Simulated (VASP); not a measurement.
# AlRu (Pm-3m) in VASP: notebook

The runs below take AlRu through single point, with PBE.

Everything below comes from runs of VASP 6.6.1. Logs are shortened: lines on timing, memory, paths and dates and some standing lists are left out, and cuts for length are marked.

**1. The cell of the first run**

It takes space group Pm-3m (No. 221, cubic). Conventional cell: a = 2.992 Å, b = 2.992 Å, c = 2.992 Å, α = 90.00°, β = 90.00°, γ = 90.00°. Al (site symmetry m-3m) has 8 Ru at 2.59 Å and 6 Al at 2.99 Å within 3.4 Å. Within 3.4 Å of Ru (site symmetry m-3m) lie 8 Al at 2.59 Å and 6 Ru at 2.99 Å.

**2. Single point, PBE**

INCAR reads:

```
PREC = Accurate ; ENCUT = 500
EDIFF = 1E-6 ; ISMEAR = 1
SIGMA = 0.1 ; LREAL = False
LASPH = True ; NELM = 120
ALGO = Normal ; ISIF = 2
LWAVE = False ; LCHARG = False
GGA = PE ; NBANDS = 16
GGA_COMPAT = False
```

KPOINTS reads:

```
Automatic mesh
0
Gamma
  3 3 3
```

POSCAR reads:

```
AlRu
1.0
    2.9916000000      0.0000000000      0.0000000000
    0.0000000000      2.9916000000      0.0000000000
    0.0000000000      0.0000000000      2.9916000000
Al Ru
1 1
Direct
    0.0000000000      0.0000000000      0.0000000000
    0.5000000000      0.5000000000      0.5000000000
```

Potentials or basis: VASP PAW PBE potentials, release 64 (Al, Ru_pv).

Launch:

```sh
$ cat potpaw_PBE.64/Al/POTCAR potpaw_PBE.64/Ru_pv/POTCAR > POTCAR
$ mpirun -np 1 vasp_std > vasp.out
```

OUTCAR:

```text
PREC = Accurate
   ENCUT = 500
   EDIFF = 1E-6
   ISMEAR = 1
   LREAL = False
   LASPH = True
   NELM = 120
   ISIF = 2
   GGA = PE

 ion  position               nearest neighbor table
   1  0.000  0.000  0.000-   2 2.59   2 2.59   2 2.59   2 2.59   2 2.59   2 2.59   2 2.59   2 2.59

   2  0.500  0.500  0.500-   1 2.59   1 2.59   1 2.59   1 2.59   1 2.59   1 2.59   1 2.59   1 2.59

  LATTYP: Found a simple cubic cell.
 ALAT       =     2.9916000000

  Lattice vectors:

 A1 = (   2.9916000000,   0.0000000000,   0.0000000000)
 A2 = (   0.0000000000,   2.9916000000,   0.0000000000)
 A3 = (   0.0000000000,   0.0000000000,   2.9916000000)

Analysis of symmetry for initial positions (statically):
=====================================================================
 Subroutine PRICEL returns:
 Original cell was already a primitive cell.

 Routine SETGRP: Setting up the symmetry group for a
 simple cubic supercell.

 Subroutine GETGRP returns: Found 48 space group operations
 (whereof 48 operations were pure point group operations)
 out of a pool of 48 trial point group operations.

The static configuration has the point symmetry O_h .

Analysis of symmetry for dynamics (positions and initial velocities):
=====================================================================
 Subroutine PRICEL returns:
 Original cell was already a primitive cell.

 Routine SETGRP: Setting up the symmetry group for a
 simple cubic supercell.

 Subroutine GETGRP returns: Found 48 space group operations
 (whereof 48 operations were pure point group operations)
 out of a pool of 48 trial point group operations.

The dynamic configuration has the point symmetry O_h .

 Subroutine INISYM returns: Found 48 space group operations
 (whereof 48 operations are pure point group operations),
 and found     1 'primitive' translations

----------------------------------------------------------------------------------------

                                     Primitive cell

  volume of cell :      26.7738

  direct lattice vectors                    reciprocal lattice vectors
     2.991600000  0.000000000  0.000000000     0.334269287  0.000000000  0.000000000
     0.000000000  2.991600000  0.000000000     0.000000000  0.334269287  0.000000000
     0.000000000  0.000000000  2.991600000     0.000000000  0.000000000  0.334269287

  length of vectors
     2.991600000  2.991600000  2.991600000     0.334269287  0.334269287  0.334269287

  position of ions in fractional coordinates (direct lattice)
     0.000000000  0.000000000  0.000000000
     0.500000000  0.500000000  0.500000000

  ion indices of the primitive-cell ions
   primitive index   ion index
                 1           1
                 2           2

----------------------------------------------------------------------------------------

 KPOINTS: Automatic mesh

Automatic generation of k-mesh.
 Grid dimensions read from file:
 generate k-points for:    3    3    3

 Generating k-lattice:

  Cartesian coordinates                     Fractional coordinates (reciprocal lattice)
     0.111423096  0.000000000  0.000000000     0.333333333  0.000000000  0.000000000
     0.000000000  0.111423096  0.000000000     0.000000000  0.333333333  0.000000000
     0.000000000  0.000000000  0.111423096     0.000000000  0.000000000  0.333333333

  Length of vectors
     0.111423096  0.111423096  0.111423096

  Shift w.r.t. Gamma in fractional coordinates (k-lattice)
     0.000000000  0.000000000  0.000000000

 Subroutine IBZKPT returns following result:
 ===========================================

 Found      4 irreducible k-points:

 Following reciprocal coordinates:
            Coordinates               Weight
  0.000000  0.000000  0.000000      1.000000
  0.333333  0.000000  0.000000      6.000000
  0.333333  0.333333  0.000000     12.000000
  0.333333  0.333333  0.333333      8.000000
   k-points           NKPTS =      4   k-points in BZ     NKDIM =      4   number of bands    NBANDS=     16
   number of dos      NEDOS =    301   number of ions     NIONS =      2
   total plane-waves  NPLWV =  13824
   dimension x,y,z NGX =    24 NGY =   24 NGZ =   24
   dimension x,y,z NGXF=    48 NGYF=   48 NGZF=   48
   ions per type =               1   1
   NGX,Y,Z   is equivalent  to a cutoff of  13.34, 13.34, 13.34 a.u.
   NGXF,Y,Z  is equivalent  to a cutoff of  26.67, 26.67, 26.67 a.u.
 SYSTEM =  unknown system
   PREC   = accura    normal or accurate (medium, high low for compatibility)
   ISTART =      0    job   : 0-new  1-cont  2-samecut
   ICHARG =      2    charge: 1-file 2-atom 10-const
   ISPIN  =      1    spin polarized calculation?
   LNONCOLLINEAR =      F non collinear calculations
   LSORBIT =      F    spin-orbit coupling
   LASPH  =      T    aspherical Exc in radial PAW
   ENCUT  =  500.0 eV  36.75 Ry    6.06 a.u.   5.45  5.45  5.45*2*pi/ulx,y,z
   NELM   =    120;   NELMIN=  2; NELMDL= -5     # of ELM steps
   EDIFF  = 0.1E-05   stopping-criterion for ELM
   LREAL  =      F    real-space projection
   EDIFFG = 0.1E-04   stopping-criterion for IOM
   NSW    =      0    number of steps for IOM
   IBRION =     -1    ionic relax: 0-MD 1-quasi-New 2-CG
   NFREE  =      0    steps in history (QN), initial steepest desc. (CG)
   ISIF   =      2    stress and relaxation
   ISYM   =      2    0-nonsym 1-usesym 2-fastsym
   POTIM  = 0.5000    time-step for ionic-motion
   TEBEG  =    0.0;   TEEND  =   0.0 temperature during run
   PSTRESS=    0.0 pullay stress
   NELECT =      17.0000    total number of electrons
   NUPDOWN=      -1.0000    fix difference up-down
   EMIN   =  10.00;   EMAX   =-10.00  energy-range for DOS
   EFERMI =   0.00;   METHOD = LEGACY
   ISMEAR =     1;   SIGMA  =   0.10  broadening in eV -4-tet -1-fermi 0-gaus
   EFERMI_NEDOS =   21; number of points for ismear=-14 and -15
   IALGO  =     38    algorithm
   IMIX   =      4    mixing-type and parameters
     AMIX     =   0.40;   BMIX     =  1.00
     AMIX_MAG =   1.60;   BMIX_MAG =  1.00
  volume/ion in A,a.u.               =      13.39        90.34
  Fermi-wavevector in a.u.,A,eV,Ry     =   1.407087  2.659009 26.938090  1.979894
  Thomas-Fermi vector in A             =   2.529382
   LORBIT       =      0    0 simple, 1 ext, 2 COOP (PROOUT), +10 PAW based schemes
   GGA     = PE    functional components
   LHFCALC =     F    Hartree Fock is set to
   AEXX    =    0.0000 exact exchange contribution
   IVDW    =     0    specifies the selected vdW correction
   LEPSILON=     F    determine dielectric tensor
   LRPA    =     F    only Hartree local field effects (RPA)
 non-spin polarized calculation
 Methfessel and Paxton  Order N= 1 SIGMA  =   0.10
  energy-cutoff  :      500.00
  volume of cell :       26.77
 maximum number of plane-waves:       691
 NGX is ok and might be reduce to    24
   NGX = 11   NGY = 11   NGZ = 11

 number of electron      16.9999994 magnetization

 Free energy of the ion-electron system (eV)
  ---------------------------------------------------
  ext. energy  EPLUGINS =         0.00000000
  ---------------------------------------------------
  free energy    TOTEN  =       -13.98815972 eV

  energy without entropy =      -13.98601791  energy(sigma->0) =      -13.98744578

 E-fermi :  10.4198     XC(G=0): -12.5695

 val. band max:       10.2649267290   @ k =   0.3333   0.3333   0.3333
 cond. band min:      10.4333561672   @ k =   0.3333   0.3333   0.3333
 fundamental gap:      0.1684294381
 Fermi energy:        10.4198257675

 k-point     1 :       0.0000    0.0000    0.0000
  band No.  band energies     occupation
      1     -31.0386      2.00000
      2     -31.0386      2.00000
      3     -31.0386      2.00000
      4       1.0321      2.00000
      5       7.1860      2.00000
      6       7.1860      2.00000
      7      10.8871     -0.00000
      8      10.8871     -0.00000
      9      10.8871     -0.00000
     10      16.7722      0.00000
     11      16.7722      0.00000
     12      16.7722      0.00000
     13      21.6877      0.00000
     14      21.6877      0.00000
     15      22.8896      0.00000
     16      25.8260      0.00000

 k-point     2 :       0.3333    0.0000    0.0000
  band No.  band energies     occupation
      1     -31.1957      2.00000
      2     -31.0252      2.00000
      3     -31.0252      2.00000
      4       3.0089      2.00000
      5       6.8669      2.00000
      6       7.7669      2.00000
      7       9.4587      2.00000
      8       9.4587      2.00000
      9      11.0747     -0.00000
     10      13.2055      0.00000
     11      18.9170      0.00000
     12      19.8371      0.00000
     13      19.8371      0.00000
     14      22.8898      0.00000
     15      23.8315      0.00000
     16      25.6450      0.00000

 k-point     3 :       0.3333    0.3333    0.0000
  band No.  band energies     occupation
      1     -31.1792      2.00000
      2     -31.1755      2.00000
      3     -31.0117      2.00000
      4       4.3187      2.00000
      5       6.8823      2.00000
      6       8.5706      2.00000
      7       9.1111      2.00000
      8       9.6862      2.00000
      9       9.8548      2.00000
     10      13.2842      0.00000
     11      16.2044      0.00000
     12      18.9785      0.00000
     13      21.6862      0.00000
     14      22.8910      0.00000
     15      23.2521      0.00000
     16      25.5280      0.00000

 k-point     4 :       0.3333    0.3333    0.3333
  band No.  band energies     occupation
      1     -31.1631      2.00000
      2     -31.1593      2.00000
      3     -31.1593      2.00000
      4       5.1882      2.00000
      5       7.0111      2.00000
      6       7.0111      2.00000
      7      10.2649      2.05085
      8      10.2649      2.05085
      9      10.4334      0.77330
     10      15.8401      0.00000
     11      15.9843      0.00000
     12      15.9843      0.00000
     13      20.5384      0.00000
     14      21.1513      0.00000
     15      21.1513      0.00000
     16      22.8912      0.00000

------------------------ aborting loop because EDIFF is reached ----------------------------------------

  FORCE on cell =-STRESS in cart. coord.  units (eV):
  Direction    XX          YY          ZZ          XY          YZ          ZX
  --------------------------------------------------------------------------------------
  -------------------------------------------------------------------------------------
  Total        0.6686294      0.6686294      0.6686294     -0.0000000     -0.0000000      0.0000000
  in kB       40.0115623     40.0115623     40.0115623     -0.0000000     -0.0000000      0.0000000
  external PRESSURE =      40.0115623 kB  Pullay stress =       0.0000000 kB

 VOLUME and BASIS-vectors are now :
 -----------------------------------------------------------------------------
  energy-cutoff  :      500.00
  volume of cell :       26.77
      direct lattice vectors                 reciprocal lattice vectors
     2.991600000  0.000000000  0.000000000     0.334269287  0.000000000  0.000000000
     0.000000000  2.991600000  0.000000000     0.000000000  0.334269287  0.000000000
     0.000000000  0.000000000  2.991600000     0.000000000  0.000000000  0.334269287

 POSITION                                       TOTAL-FORCE (eV/Angst)
 -----------------------------------------------------------------------------------
      0.00000      0.00000      0.00000         0.000000      0.000000      0.000000
      1.49580      1.49580      1.49580         0.000000      0.000000      0.000000
 -----------------------------------------------------------------------------------
    total drift:                                0.000000     -0.000000     -0.000000

  FREE ENERGIE OF THE ION-ELECTRON SYSTEM (eV)
  ---------------------------------------------------
  free  energy   TOTEN  =       -13.9881597187 eV

  energy  without entropy=      -13.9860179092  energy(sigma->0) =      -13.98744578
```

Wall time 5.7 s (1 thread of Intel Xeon 8259CL, shared host); peak memory 0.13 GiB.

What came out:

| Property | Result |
| --- | --- |
| Free energy | -13.9882 eV |
| Pressure | 4.0 GPa |

Levels at points of the mesh, in eV from the Fermi level:
| k point | band 5 | band 6 | band 7 | band 8 | band 9 | band 10 | band 11 | band 12 |
| --- | --- | --- | --- | --- | --- | --- | --- | --- |
| (0.00, 0.00, 0.00) | -3.23 | -3.23 | 0.47 | 0.47 | 0.47 | 6.35 | 6.35 | 6.35 |

Caveat: the k points lie up to 0.70 Å⁻¹ apart.

**3. Single point, PBE**

INCAR reads:

```
SYSTEM = AlRu
PREC = Accurate
ENCUT = 500
EDIFF = 1E-6
ISMEAR = 1
SIGMA = 0.1
LREAL = .FALSE.
LASPH = .TRUE.
NELM = 120
ALGO = Normal
ISIF = 2
LWAVE = .FALSE.
LCHARG = .TRUE.
GGA = PE
LELF = .TRUE.
LVHAR = .TRUE.
NBANDS = 16
GGA_COMPAT = .FALSE.
```

KPOINTS reads:

```
regular mesh
0
G
  4 4 4
  0 0 0
```

POSCAR is that of step 2.

Potentials or basis: VASP PAW PBE potentials, release 64 (Al, Ru_pv).

Launch:

```sh
$ cat potpaw_PBE.64/Al/POTCAR potpaw_PBE.64/Ru_pv/POTCAR > POTCAR
$ mpirun -np 1 vasp_std > vasp.out
```

Wall time 8.3 s (1 thread of Intel Xeon 8259CL, shared host); peak memory 0.13 GiB.

Results (log left out):

* Free energy: -14.5155 eV
* Pressure: 0.3 GPa

Levels at points of the mesh, in eV from the Fermi level:
```
           k point  band 7  band 8  band 9  band 10  band 11  band 12
(0.00, 0.00, 0.00)   -0.14   -0.14   -0.14     5.69     5.69     5.69
(0.50, 0.00, 0.00)   -1.94   -1.94    0.11     1.96     7.06    10.66
(0.50, 0.50, 0.00)   -1.75   -1.50   -1.50     1.21     4.97     5.88
(0.50, 0.50, 0.50)    1.31    1.31    2.18     3.76     3.76     3.76
```

Caveat: the k points lie up to 0.53 Å⁻¹ apart.

**4. Single point, PBE**

INCAR reads:

```
ALGO = Normal ; EDIFF = 1E-6
ENCUT = 500 ; GGA = PE
GGA_COMPAT = F ; ISIF = 2
ISMEAR = 1 ; LASPH = T
LCHARG = F ; LREAL = F
LWAVE = F ; NBANDS = 16
NELM = 120 ; PREC = Accurate
SIGMA = 0.1
```

KPOINTS reads:

```
k-points
0
Gamma
  6 6 6
```

POSCAR is that of step 3.

Launch:

```sh
$ cat potpaw_PBE.64/Al/POTCAR potpaw_PBE.64/Ru_pv/POTCAR > POTCAR
$ mpirun -np 1 vasp_std > vasp.out
```

It took 8.5 s on 1 thread of Intel Xeon 8259CL, shared host; peak memory 0.14 GiB.

The run converged. Its results:

- Free energy: -14.2518 eV
- Pressure: 2.5 GPa

Levels at points of the mesh, in eV from the Fermi level:
| k point | band 4 | band 5 | band 6 | band 7 | band 8 | band 9 | band 10 | band 11 | band 12 | band 13 |
| --- | --- | --- | --- | --- | --- | --- | --- | --- | --- | --- |
| (0.00, 0.00, 0.00) | -9.53 | -3.42 | -3.42 | 0.30 | 0.30 | 0.30 | 6.21 | 6.21 | 6.21 | 11.12 |
| (0.50, 0.00, 0.00) | -5.69 | -5.35 | -2.62 | -1.48 | -1.48 | 0.55 | 2.43 | 7.59 | 11.17 | 11.17 |
| (0.50, 0.50, 0.00) | -5.91 | -2.91 | -1.23 | -1.23 | -1.04 | -1.04 | 1.67 | 5.45 | 6.36 | 10.72 |
| (0.50, 0.50, 0.50) | -4.50 | -4.50 | -4.50 | 1.77 | 1.77 | 2.70 | 4.28 | 4.28 | 4.28 | 8.66 |

**5. Single point, PBE**

INCAR reads:

```
ALGO = Normal
EDIFF = 1E-6
ENCUT = 500
GGA = PE
GGA_COMPAT = False
ISIF = 2
ISMEAR = 1
LASPH = True
LCHARG = False
LREAL = False
LWAVE = False
NBANDS = 16
NELM = 120
PREC = Accurate
SIGMA = 0.1
```

KPOINTS reads:

```
k-points
0
Gamma
  8 8 8
```

POSCAR is that of step 4.

Launch:

```sh
$ cat potpaw_PBE.64/Al/POTCAR potpaw_PBE.64/Ru_pv/POTCAR > POTCAR
$ mpirun -np 1 vasp_std > vasp.out
```

Run time: 15 s. Hardware: 1 thread of Intel Xeon 8259CL, shared host; peak memory 0.14 GiB.

Results (log left out):

- Free energy: -14.2175 eV
- Pressure: 2.9 GPa

Levels at points of the mesh, in eV from the Fermi level:
| k point | band 7 | band 8 | band 9 | band 10 | band 11 | band 12 |
| --- | --- | --- | --- | --- | --- | --- |
| (0.00, 0.00, 0.00) | 0.12 | 0.12 | 0.12 | 5.99 | 5.99 | 5.99 |
| (0.50, 0.00, 0.00) | -1.67 | -1.67 | 0.37 | 2.23 | 7.36 | 10.95 |
| (0.50, 0.50, 0.00) | -1.45 | -1.23 | -1.23 | 1.48 | 5.24 | 6.17 |
| (0.50, 0.50, 0.50) | 1.57 | 1.57 | 2.49 | 4.05 | 4.05 | 4.05 |

**6. Summary**

| k mesh | gap on the mesh (eV) | pressure (GPa) |
| --- | --- | --- |
| 3 × 3 × 3 | none | 4.0 |
| 4 × 4 × 4 | none | 0.3 |
| 6 × 6 × 6 | none | 2.5 |
| 8 × 8 × 8 | none | 2.9 |

Alike in all rows: task single point; level PBE; potentials or basis VASP PAW PBE potentials, release 64 (Al, Ru_pv); no spin polarisation; cell as given; cutoff (eV) 500; smearing methfessel-paxton 0.1 eV.

Caveats: some runs use coarse meshes.

Total energies depend on the potentials used, so only differences within one code and one set of settings carry meaning.
